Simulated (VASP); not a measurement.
Li, 1 atom in the cell. Symmetry: Fm-3m, No. 225, cubic system. Conventional cell: a = 4.360 Å, b = 4.360 Å, c = 4.360 Å, α = 90.00°, β = 90.00°, γ = 90.00°. Li (site symmetry m-3m) has 12 Li at 3.08 Å within 4.1 Å.  This cell differs from its parent crystal: strained.

| Item | Value |
| --- | --- |
| Program | VASP 6.6.1 |
| Task | single point |
| Functional | PBE |
| Potentials or basis | VASP PAW PBE potentials, release 64 (Li_sv) |
| Cutoff | 520 eV |
| k mesh | 16 × 16 × 16 |
| Occupations | gaussian, width 0.1 eV |
| Spin | no spin polarisation |
| Dipole correction | no |
| Further INCAR settings | ALGO = Fast; EDIFF = 1e-07; NBANDS = 8 |

Potentials or basis: VASP PAW PBE potentials, release 64 (Li_sv).

Command:

```bash
$ cat potpaw_PBE.64/Li_sv/POTCAR > POTCAR
$ mpirun -np 1 vasp_std > vasp.out
```

Hardware: 1 thread of Intel(R) Xeon(R) Platinum 8375C CPU @ 2.90GHz (Ice Lake), with other jobs on the host.

Question: How long does it take, and how much memory?

Answer: Wall time 14 s on 1 thread of Intel(R) Xeon(R) Platinum 8375C CPU @ 2.90GHz (Ice Lake), with other jobs on the host, peak memory 0.13 GiB. Counts: scf iterations 17, k points 145.
